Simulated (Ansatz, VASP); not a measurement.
## Si4BW: VASP beside Ansatz

```xyz
6
Lattice="3.7749 0.0000 0.0000 0.0000 3.7749 0.0000 0.0000 0.0000 6.4948" Properties=species:S:1:pos:R:3 pbc="T T T"
Si    1.8874    1.8874    5.3337
Si    1.8874    1.8874    1.1611
Si    1.8874    0.0000    3.2474
Si    0.0000    1.8874    3.2474
B     1.8874    1.8874    3.2474
W     0.0000    0.0000    0.0000
```

Change from the starting cell: species swapped into the RbAlF4 type (P4/mmm, No. 123).

Alike in both runs: functional PBE; k mesh 6 × 6 × 4; occupations gaussian, width 0.1 eV; no spin polarisation.

Ansatz relaxed the structure, and its values are those at the end. VASP's run is a single point on that final structure, the one shown.

|  | VASP | Ansatz |
| --- | --- | --- |
| version | VASP 6.6.1 | Ansatz 0.2.0 |
| potentials or method | VASP PAW PBE potentials, release 64 (Si, B, W_sv), cutoff 520 eV | scalar-relativistic, plane waves, PAW |
| valence electrons in the cell | 33 | 33 |

```csv
,VASP,Ansatz,Ansatz less VASP
gap on the k mesh at the Fermi level (eV),none,none,-
pressure (GPa),0.1,0.1,+0.04
```

A gap of «none» marks a metal or a gap that the smearing closes.

Neither program's run includes spin-orbit coupling.
